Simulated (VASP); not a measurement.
# PrBOs4 (P4/mmm) in VASP: further runs, part 2 of 2

VASP 6.6.1.

### 3 Single point, PBE

This run uses another cell than the first one, of 19.37 Å³/atom.

The input, INCAR:

```
PREC = Accurate
ENCUT = 600
EDIFF = 1E-6
ISMEAR = 0
SIGMA = 0.1
LREAL = F
LASPH = T
NELM = 200
ALGO = Normal
ISIF = 2
LWAVE = F
LCHARG = T
GGA = PE
LELF = T
LVHAR = T
NBANDS = 32
GGA_COMPAT = F
LMAXMIX = 6
```

The input, KPOINTS:

```
Automatic mesh
0
Gamma
  4 4 4
```

The input, POSCAR:

```
PrBOs4
1.0
    4.3343079600      0.0000000000      0.0000000000
    0.0000000000      4.3343079600      0.0000000000
    0.0000000000      0.0000000000      6.1852756700
Pr B Os
1 1 4
Direct
    0.5000000000      0.5000000000      0.5000000000
    0.0000000000      0.0000000000      0.0000000000
    0.5000000000      0.0000000000      0.7628759100
    0.0000000000      0.5000000000      0.2371240900
    0.5000000000      0.0000000000      0.2371240900
    0.0000000000      0.5000000000      0.7628759100
```

Potentials or basis: VASP PAW PBE potentials, release 64 (Pr_3, B, Os), 4f in core.

Started as:

```
$ cat potpaw_PBE.64/Pr_3/POTCAR potpaw_PBE.64/B/POTCAR potpaw_PBE.64/Os/POTCAR > POTCAR
$ mpirun -np 1 vasp_std > vasp.out
```

OUTCAR:

```text
PREC = Accurate
   ENCUT = 600
   EDIFF = 1E-6
   ISMEAR = 0
   LREAL = F
   LASPH = T
   NELM = 200
   ISIF = 2
   GGA = PE

 ion  position               nearest neighbor table
   1  0.500  0.500  0.500-   3 2.71   4 2.71   5 2.71   6 2.71   3 2.71   5 2.71   4 2.71   6 2.71

   2  0.000  0.000  0.000-   3 2.62   4 2.62   5 2.62   6 2.62   4 2.62   6 2.62   3 2.62   5 2.62

   3  0.500  0.000  0.763-   2 2.62   2 2.62   1 2.71   1 2.71   5 2.93   6 3.06   6 3.06   6 3.06
                             6 3.06   5 3.25
   4  0.000  0.500  0.237-   2 2.62   2 2.62   1 2.71   1 2.71   6 2.93   5 3.06   5 3.06   5 3.06
                             5 3.06   6 3.25
   5  0.500  0.000  0.237-   2 2.62   2 2.62   1 2.71   1 2.71   3 2.93   4 3.06   4 3.06   4 3.06
                             4 3.06   3 3.25
   6  0.000  0.500  0.763-   2 2.62   2 2.62   1 2.71   1 2.71   4 2.93   3 3.06   3 3.06   3 3.06
                             3 3.06   4 3.25

  LATTYP: Found a simple tetragonal cell.
 ALAT       =     4.3343079600
 C/A-ratio  =     1.4270503451

  Lattice vectors:

 A1 = (   4.3343079600,   0.0000000000,   0.0000000000)
 A2 = (   0.0000000000,   4.3343079600,   0.0000000000)
 A3 = (   0.0000000000,   0.0000000000,   6.1852756700)

Analysis of symmetry for initial positions (statically):
=====================================================================
 Subroutine PRICEL returns:
 Original cell was already a primitive cell.

 Routine SETGRP: Setting up the symmetry group for a
 simple tetragonal supercell.

 Subroutine GETGRP returns: Found 16 space group operations
 (whereof 16 operations were pure point group operations)
 out of a pool of 16 trial point group operations.

The static configuration has the point symmetry D_4h.

Analysis of symmetry for dynamics (positions and initial velocities):
=====================================================================
 Subroutine PRICEL returns:
 Original cell was already a primitive cell.

 Routine SETGRP: Setting up the symmetry group for a
 simple tetragonal supercell.

 Subroutine GETGRP returns: Found 16 space group operations
 (whereof 16 operations were pure point group operations)
 out of a pool of 16 trial point group operations.

The dynamic configuration has the point symmetry D_4h.

 Subroutine INISYM returns: Found 16 space group operations
 (whereof 16 operations are pure point group operations),
 and found     1 'primitive' translations

----------------------------------------------------------------------------------------

                                     Primitive cell

  volume of cell :     116.1980

  direct lattice vectors                    reciprocal lattice vectors
     4.334307960  0.000000000  0.000000000     0.230717339  0.000000000  0.000000000
     0.000000000  4.334307960  0.000000000     0.000000000  0.230717339  0.000000000
     0.000000000  0.000000000  6.185275670     0.000000000  0.000000000  0.161674282

  length of vectors
     4.334307960  4.334307960  6.185275670     0.230717339  0.230717339  0.161674282

  position of ions in fractional coordinates (direct lattice)
     0.500000000  0.500000000  0.500000000
     0.000000000  0.000000000  0.000000000
     0.500000000  0.000000000  0.762875910
     0.000000000  0.500000000  0.237124090
     0.500000000  0.000000000  0.237124090
[... 42 lines left out ...]
  0.250000  0.250000  0.000000      4.000000
  0.500000  0.250000  0.000000      4.000000
  0.500000  0.500000  0.000000      1.000000
[... 10 lines left out ...]
  0.500000  0.250000  0.500000      4.000000
  0.500000  0.500000  0.500000      1.000000
   k-points           NKPTS =     18   k-points in BZ     NKDIM =     18   number of bands    NBANDS=     32
   number of dos      NEDOS =    301   number of ions     NIONS =      6
   total plane-waves  NPLWV =  64800
   dimension x,y,z NGX =    36 NGY =   36 NGZ =   50
   dimension x,y,z NGXF=    72 NGYF=   72 NGZF=  100
   ions per type =               1   1   4
   NGX,Y,Z   is equivalent  to a cutoff of  13.81, 13.81, 13.44 a.u.
   NGXF,Y,Z  is equivalent  to a cutoff of  27.62, 27.62, 26.88 a.u.
 SYSTEM =  unknown system
   PREC   = accura    normal or accurate (medium, high low for compatibility)
   ISTART =      0    job   : 0-new  1-cont  2-samecut
   ICHARG =      2    charge: 1-file 2-atom 10-const
   ISPIN  =      1    spin polarized calculation?
   LNONCOLLINEAR =      F non collinear calculations
   LSORBIT =      F    spin-orbit coupling
   LASPH  =      T    aspherical Exc in radial PAW
   ENCUT  =  600.0 eV  44.10 Ry    6.64 a.u.   8.66  8.66 12.35*2*pi/ulx,y,z
   NELM   =    200;   NELMIN=  2; NELMDL= -5     # of ELM steps
   EDIFF  = 0.1E-05   stopping-criterion for ELM
   LREAL  =      F    real-space projection
   EDIFFG = 0.1E-04   stopping-criterion for IOM
   NSW    =      0    number of steps for IOM
   IBRION =     -1    ionic relax: 0-MD 1-quasi-New 2-CG
   NFREE  =      0    steps in history (QN), initial steepest desc. (CG)
   ISIF   =      2    stress and relaxation
   ISYM   =      2    0-nonsym 1-usesym 2-fastsym
   POTIM  = 0.5000    time-step for ionic-motion
   TEBEG  =    0.0;   TEEND  =   0.0 temperature during run
   PSTRESS=    0.0 pullay stress
   NELECT =      46.0000    total number of electrons
   NUPDOWN=      -1.0000    fix difference up-down
   EMIN   =  10.00;   EMAX   =-10.00  energy-range for DOS
   EFERMI =   0.00;   METHOD = LEGACY
   ISMEAR =     0;   SIGMA  =   0.10  broadening in eV -4-tet -1-fermi 0-gaus
   EFERMI_NEDOS =   21; number of points for ismear=-14 and -15
   IALGO  =     38    algorithm
   IMIX   =      4    mixing-type and parameters
     AMIX     =   0.40;   BMIX     =  1.00
     AMIX_MAG =   1.60;   BMIX_MAG =  1.00
  volume/ion in A,a.u.               =      19.37       130.69
  Fermi-wavevector in a.u.,A,eV,Ry     =   1.202065  2.271573 19.659874  1.444960
  Thomas-Fermi vector in A             =   2.337857
   LORBIT       =      0    0 simple, 1 ext, 2 COOP (PROOUT), +10 PAW based schemes
   GGA     = PE    functional components
   LHFCALC =     F    Hartree Fock is set to
   AEXX    =    0.0000 exact exchange contribution
   IVDW    =     0    specifies the selected vdW correction
   LEPSILON=     F    determine dielectric tensor
   LRPA    =     F    only Hartree local field effects (RPA)
 non-spin polarized calculation
 Gauss-broadening in eV      SIGMA  =   0.10
  energy-cutoff  :      600.00
  volume of cell :      116.20
 maximum number of plane-waves:      3912
 NGX is ok and might be reduce to    36
   NGX = 17   NGY = 17   NGZ = 25

 number of electron      45.9999998 magnetization

 Free energy of the ion-electron system (eV)
  ---------------------------------------------------
  ext. energy  EPLUGINS =         0.00000000
  ---------------------------------------------------
  free energy    TOTEN  =       -45.07588300 eV

  energy without entropy =      -45.01892452  energy(sigma->0) =      -45.04740376

 E-fermi :   4.3965     XC(G=0): -11.4939

 val. band max:        4.3939571711   @ k =   0.5000   0.5000   0.0000
 cond. band min:       4.4293328595   @ k =   0.2500   0.2500   0.0000
 fundamental gap:      0.0353756883
 Fermi energy:         4.3964645027

 k-point     1 :       0.0000    0.0000    0.0000
  band No.  band energies     occupation
      1     -30.1102      2.00000
      2     -12.7827      2.00000
      3     -12.5531      2.00000
      4     -12.5531      2.00000
      5      -3.7843      2.00000
      6      -0.3155      2.00000
[... 619 lines left out ...]
     31       7.7275      0.00000
     32       7.8671      0.00000

------------------------ aborting loop because EDIFF is reached ----------------------------------------

  FORCE on cell =-STRESS in cart. coord.  units (eV):
  Direction    XX          YY          ZZ          XY          YZ          ZX
  --------------------------------------------------------------------------------------
  -------------------------------------------------------------------------------------
  Total      -12.5356209    -12.5356209    -10.6927282      0.0000000      0.0000000      0.0000000
  in kB     -172.8454062   -172.8454062   -147.4349745      0.0000000      0.0000000      0.0000000
  external PRESSURE =    -164.3752623 kB  Pullay stress =       0.0000000 kB

 VOLUME and BASIS-vectors are now :
 -----------------------------------------------------------------------------
  energy-cutoff  :      600.00
  volume of cell :      116.20
      direct lattice vectors                 reciprocal lattice vectors
     4.334307960  0.000000000  0.000000000     0.230717339  0.000000000  0.000000000
     0.000000000  4.334307960  0.000000000     0.000000000  0.230717339  0.000000000
     0.000000000  0.000000000  6.185275670     0.000000000  0.000000000  0.161674282

 POSITION                                       TOTAL-FORCE (eV/Angst)
 -----------------------------------------------------------------------------------
      2.16715      2.16715      3.09264         0.000000      0.000000      0.000000
      0.00000      0.00000      0.00000         0.000000      0.000000      0.000000
      2.16715      0.00000      4.71860         0.000000     -0.000000      3.652738
      0.00000      2.16715      1.46668        -0.000000      0.000000     -3.652738
      2.16715      0.00000      1.46668         0.000000      0.000000     -3.652738
      0.00000      2.16715      4.71860         0.000000      0.000000      3.652738
 -----------------------------------------------------------------------------------
    total drift:                                0.000000      0.000000      0.000000

  FREE ENERGIE OF THE ION-ELECTRON SYSTEM (eV)
  ---------------------------------------------------
  free  energy   TOTEN  =       -45.0758829955 eV

  energy  without entropy=      -45.0189245174  energy(sigma->0) =      -45.04740376
```

Run time: 64 s. Hardware: 1 thread of Intel Xeon Platinum 8488C (Sapphire Rapids), shared host; peak memory 0.27 GiB.

What came out:

* Free energy: -45.0759 eV
* Pressure: -16.4 GPa
* Largest force: 3.653 eV/Å
* Band gap on the k mesh: zero (bands 23 and 24 overlap by 1.35 eV)

Forces on the atoms (eV/Å):
```
Pr   0.000  0.000  0.000
B    0.000  0.000  0.000
Os   0.000  0.000  3.653
Os   0.000  0.000 -3.653
Os   0.000  0.000 -3.653
Os   0.000  0.000  3.653
```

Levels at points of the mesh, in eV from the Fermi level:
| k point | band 20 | band 21 | band 22 | band 23 | band 24 | band 25 | band 26 | band 27 |
| --- | --- | --- | --- | --- | --- | --- | --- | --- |
| (0.00, 0.00, 0.00) | 0.16 | 0.32 | 0.32 | 0.62 | 1.76 | 1.76 | 1.79 | 1.79 |
| (0.50, 0.00, 0.00) | -0.62 | -0.61 | -0.58 | -0.49 | -0.30 | -0.04 | 0.31 | 0.86 |
| (0.50, 0.50, 0.00) | -0.61 | -0.44 | 0.00 | 0.36 | 0.37 | 0.77 | 1.48 | 1.48 |
| (0.00, 0.00, 0.50) | -0.94 | 0.38 | 0.38 | 0.50 | 0.52 | 1.42 | 1.42 | 1.80 |
| (0.50, 0.00, 0.50) | -1.20 | -1.14 | -1.10 | -1.06 | -0.73 | -0.57 | 0.04 | 0.23 |
| (0.50, 0.50, 0.50) | -1.16 | -0.42 | -0.36 | -0.20 | -0.04 | -0.04 | 0.26 | 1.35 |

Caveat: the k points lie up to 0.36 Å⁻¹ apart, too coarse for converged energies and pressures of a metal; spin-orbit coupling is left out, which moves the levels of the heavy elements; the 4f electrons are frozen in the core, so they carry no moment and show no levels; forces of over 1 eV/Å act on the atoms, so gaps and moduli don't describe the material at rest.

The gap in the log of VASP goes by the Fermi energy; the results here count the filled bands.